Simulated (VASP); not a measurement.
# CuAs (P6_3/mmc) in VASP: further runs, part 4 of 4

VASP 6.6.1. Earlier steps stand in the parts before.

### Step 6. Single point, LDA (volume 14.225 Å^3 an atom, c/a of the conventional cell 1.0714)

INCAR reads:

```
PREC = Accurate ; ENCUT = 520
EDIFF = 1E-6 ; ISMEAR = 0
SIGMA = 0.15 ; LREAL = False
LASPH = True ; NELM = 60
ALGO = Normal ; ISIF = 2
LWAVE = False ; LCHARG = False
NBANDS = 24
```

KPOINTS reads:

```
Automatic mesh
0
Gamma
  15 15 10
```

POSCAR reads:

```
CuAs
1.0
    3.9434529561      0.0000000000      0.0000000000
   -1.9717264780      3.4151304386      0.0000000000
    0.0000000000      0.0000000000      4.2250154971
Cu As
2 2
Direct
    0.0000000000      0.0000000000      0.5000000000
    0.0000000000      0.0000000000      0.0000000000
    0.6666666667      0.3333333333      0.7500000000
    0.3333333333      0.6666666667      0.2500000000
```

Potentials or basis: VASP PAW LDA potentials, release 64 (Cu, As).

Started as:

```
cat potpaw_LDA.64/Cu/POTCAR potpaw_LDA.64/As/POTCAR > POTCAR
mpirun -np 1 vasp_std > vasp.out
```

OUTCAR:

```text
PREC = Accurate
   ENCUT = 520
   EDIFF = 1E-6
   ISMEAR = 0
   LREAL = False
   LASPH = True
   NELM = 60
   ISIF = 2

 ion  position               nearest neighbor table
   1  0.000  0.000  0.500-   2 2.11   2 2.11   4 2.51   3 2.51   4 2.51   3 2.51   3 2.51   4 2.51

   2  0.000  0.000  0.000-   1 2.11   1 2.11   4 2.51   3 2.51   4 2.51   3 2.51   3 2.51   4 2.51

   3  0.667  0.333  0.750-   1 2.51   2 2.51   1 2.51   2 2.51   1 2.51   2 2.51
   4  0.333  0.667  0.250-   1 2.51   2 2.51   1 2.51   2 2.51   1 2.51   2 2.51

  LATTYP: Found a hexagonal cell.
 ALAT       =     3.9434529561
 C/A-ratio  =     1.0714000000

  Lattice vectors:

 A1 = (   3.9434529561,   0.0000000000,   0.0000000000)
 A2 = (  -1.9717264780,   3.4151304386,   0.0000000000)
 A3 = (   0.0000000000,   0.0000000000,   4.2250154971)

Analysis of symmetry for initial positions (statically):
=====================================================================
 Subroutine PRICEL returns:
 Original cell was already a primitive cell.

 Routine SETGRP: Setting up the symmetry group for a
 hexagonal supercell.

 Subroutine GETGRP returns: Found 24 space group operations
 (whereof 12 operations were pure point group operations)
 out of a pool of 24 trial point group operations.

The static configuration has the point symmetry D_3d.
 The point group associated with its full space group is D_6h.

Analysis of symmetry for dynamics (positions and initial velocities):
=====================================================================
 Subroutine PRICEL returns:
 Original cell was already a primitive cell.

 Routine SETGRP: Setting up the symmetry group for a
 hexagonal supercell.

 Subroutine GETGRP returns: Found 24 space group operations
 (whereof 12 operations were pure point group operations)
 out of a pool of 24 trial point group operations.

The dynamic configuration has the point symmetry D_3d.
[... 116 lines left out ...]
   NUPDOWN=      -1.0000    fix difference up-down
   EMIN   =  10.00;   EMAX   =-10.00  energy-range for DOS
   EFERMI =   0.00;   METHOD = LEGACY
   ISMEAR =     0;   SIGMA  =   0.15  broadening in eV -4-tet -1-fermi 0-gaus
   EFERMI_NEDOS =   21; number of points for ismear=-14 and -15
   IALGO  =     38    algorithm
   IMIX   =      4    mixing-type and parameters
     AMIX     =   0.40;   BMIX     =  1.00
     AMIX_MAG =   1.60;   BMIX_MAG =  1.00
  volume/ion in A,a.u.               =      14.23        96.00
  Fermi-wavevector in a.u.,A,eV,Ry     =   1.351307  2.553600 24.844660  1.826031
  Thomas-Fermi vector in A             =   2.478740
   LORBIT       =      0    0 simple, 1 ext, 2 COOP (PROOUT), +10 PAW based schemes
   GGA     = CA    functional components
   LHFCALC =     F    Hartree Fock is set to
   AEXX    =    0.0000 exact exchange contribution
   IVDW    =     0    specifies the selected vdW correction
   LEPSILON=     F    determine dielectric tensor
   LRPA    =     F    only Hartree local field effects (RPA)
 non-spin polarized calculation
 Gauss-broadening in eV      SIGMA  =   0.15
  energy-cutoff  :      520.00
  volume of cell :       56.90
 maximum number of plane-waves:      1558
 NGX is ok and might be reduce to    30
   NGX = 15   NGY = 15   NGZ = 15

 number of electron      31.9999999 magnetization

 Free energy of the ion-electron system (eV)
  ---------------------------------------------------
  ext. energy  EPLUGINS =         0.00000000
  ---------------------------------------------------
  free energy    TOTEN  =       -19.26378416 eV

  energy without entropy =      -19.24212447  energy(sigma->0) =      -19.25295432

 E-fermi :   7.9436     XC(G=0): -12.0187

 val. band max:        7.9336926809   @ k =   0.2667   0.2000   0.2000
 cond. band min:       7.9490250019   @ k =   0.3333   0.2000   0.0000
 fundamental gap:      0.0153323210
 Fermi energy:         7.9435505571

 k-point     1 :       0.0000    0.0000    0.0000
  band No.  band energies     occupation
      1      -6.6053      2.00000
      2      -1.1828      2.00000
      3       1.8927      2.00000
      4       1.9997      2.00000
      5       2.0318      2.00000
      6       2.0318      2.00000
[... 637 lines left out ...]
     23      16.4012      0.00000
     24      17.8245      0.00000

 [... further k-points ...]
[... 5 lines left out ...]
  --------------------------------------------------------------------------------------
  -------------------------------------------------------------------------------------
  Total       -0.1586108     -0.1586108     14.0167894     -0.0000000     -0.0000000      0.0000000
  in kB       -4.4661272     -4.4661272    394.6815852     -0.0000000     -0.0000000      0.0000000
  external PRESSURE =     128.5831103 kB  Pullay stress =       0.0000000 kB

 VOLUME and BASIS-vectors are now :
 -----------------------------------------------------------------------------
  energy-cutoff  :      520.00
  volume of cell :       56.90
      direct lattice vectors                 reciprocal lattice vectors
     3.943452956  0.000000000  0.000000000     0.253584869  0.146407292  0.000000000
    -1.971726478  3.415130439  0.000000000     0.000000000  0.292814584  0.000000000
     0.000000000  0.000000000  4.225015497     0.000000000  0.000000000  0.236685522

 POSITION                                       TOTAL-FORCE (eV/Angst)
 -----------------------------------------------------------------------------------
      0.00000      0.00000      2.11251        -0.000000      0.000000     -0.000000
      0.00000      0.00000      0.00000        -0.000000      0.000000     -0.000000
      1.97173      1.13838      3.16876         0.000000     -0.000000      0.000000
     -0.00000      2.27675      1.05625        -0.000000      0.000000     -0.000000
 -----------------------------------------------------------------------------------
    total drift:                                0.000000      0.000000      0.000000

  FREE ENERGIE OF THE ION-ELECTRON SYSTEM (eV)
  ---------------------------------------------------
  free  energy   TOTEN  =       -19.2637841648 eV

  energy  without entropy=      -19.2421244656  energy(sigma->0) =      -19.25295432
```

OSZICAR:

```text
N       E                     dE             d eps       ncg     rms          rms(c)
DAV:   1     0.217511004381E+03    0.21751E+03   -0.14089E+04  7896   0.181E+03
DAV:   2    -0.408997651531E+01   -0.22160E+03   -0.20860E+03  7832   0.332E+02
DAV:   3    -0.214472232670E+02   -0.17357E+02   -0.16270E+02 10344   0.111E+02
DAV:   4    -0.219379800586E+02   -0.49076E+00   -0.48987E+00  9168   0.178E+01
DAV:   5    -0.219470608578E+02   -0.90808E-02   -0.90780E-02 10560   0.220E+00    0.152E+01
DAV:   6    -0.226432723209E+02   -0.69621E+00   -0.34908E+01  9144   0.178E+02    0.109E+01
DAV:   7    -0.193170873145E+02    0.33262E+01   -0.98815E+00  9208   0.941E+01    0.213E+00
DAV:   8    -0.193483734037E+02   -0.31286E-01   -0.13235E+00 12344   0.264E+01    0.240E+00
DAV:   9    -0.192646377775E+02    0.83736E-01   -0.32533E-01 10888   0.150E+01    0.306E-01
DAV:  10    -0.192653567594E+02   -0.71898E-03   -0.15287E-02  8984   0.103E+00    0.273E-01
DAV:  11    -0.192637801421E+02    0.15766E-02   -0.40032E-03 12192   0.208E+00    0.478E-02
DAV:  12    -0.192638591724E+02   -0.79030E-04   -0.11587E-03  8736   0.228E-01    0.539E-02
DAV:  13    -0.192637873856E+02    0.71787E-04   -0.90493E-05 12624   0.270E-01    0.146E-02
DAV:  14    -0.192637849598E+02    0.24258E-05   -0.31731E-05 12360   0.634E-02    0.605E-03
DAV:  15    -0.192637841648E+02    0.79504E-06   -0.99550E-07  4840   0.368E-02
   1 F= -.19263784E+02 E0= -.19252954E+02  d E =-.216597E-01
```

stdout:

```text
POSCAR found type information on POSCAR CuAs
 POSCAR found :  2 types and       4 ions
 scaLAPACK will be used
 LDA part: xc-table for (Slater(with rela. corr.)+CA(PZ))
 , standard interpolation
 POSCAR, INCAR and KPOINTS ok, starting setup
 FFT: planning ... GRIDC
 FFT: planning ... GRID_SOFT
 FFT: planning ... GRID
 WAVECAR not read
 entering main loop
```

Run time: 4.4 min. Hardware: 1 thread of Intel Xeon Platinum 8175M at 2.50GHz (Skylake/Cascade Lake), shared host; peak memory 0.3 GiB.

Results:

```yaml
Free_energy: -19.2638 eV
Pressure: 12.9 GPa
Band_gap_on_the_k_mesh: zero (band 16 reaches 8.55 eV, above the bottom of band 17 at 7.31 eV)
```

Levels at points of the mesh, in eV from the Fermi level:
| k point | band 13 | band 14 | band 15 | band 16 | band 17 | band 18 | band 19 | band 20 |
| --- | --- | --- | --- | --- | --- | --- | --- | --- |
| (0.00, 0.00, 0.00) | -1.10 | -1.10 | -0.84 | 0.46 | 0.46 | 1.61 | 2.70 | 3.25 |
| (0.00, 0.00, 0.50) | -1.08 | -1.08 | 0.58 | 0.58 | 0.58 | 0.58 | 4.33 | 4.33 |

### Step 7. The runs side by side

```csv
cell,gap on the mesh (eV),pressure (GPa)
"a = 3.602, b = 3.602, c = 4.920 Å, angles 90.0, 90.0, 120.0°, 4 atoms",none,13.8
"a = 3.828, b = 3.828, c = 4.358 Å, angles 90.0, 90.0, 120.0°, 4 atoms",none,15.7
"a = 3.676, b = 3.676, c = 4.725 Å, angles 90.0, 90.0, 120.0°, 4 atoms",none,13.8
"a = 3.530, b = 3.530, c = 5.123 Å, angles 90.0, 90.0, 120.0°, 4 atoms",none,14.3
"a = 3.943, b = 3.943, c = 4.225 Å, angles 90.0, 90.0, 120.0°, 4 atoms",none,12.9
```

Alike in all rows: task single point; level LDA; potentials or basis VASP PAW LDA potentials, release 64 (Cu, As); no spin polarisation; k mesh 15 × 15 × 10; cutoff (eV) 520; smearing gaussian 0.15 eV.

Absolute energies hang on the potentials; compare differences alone.
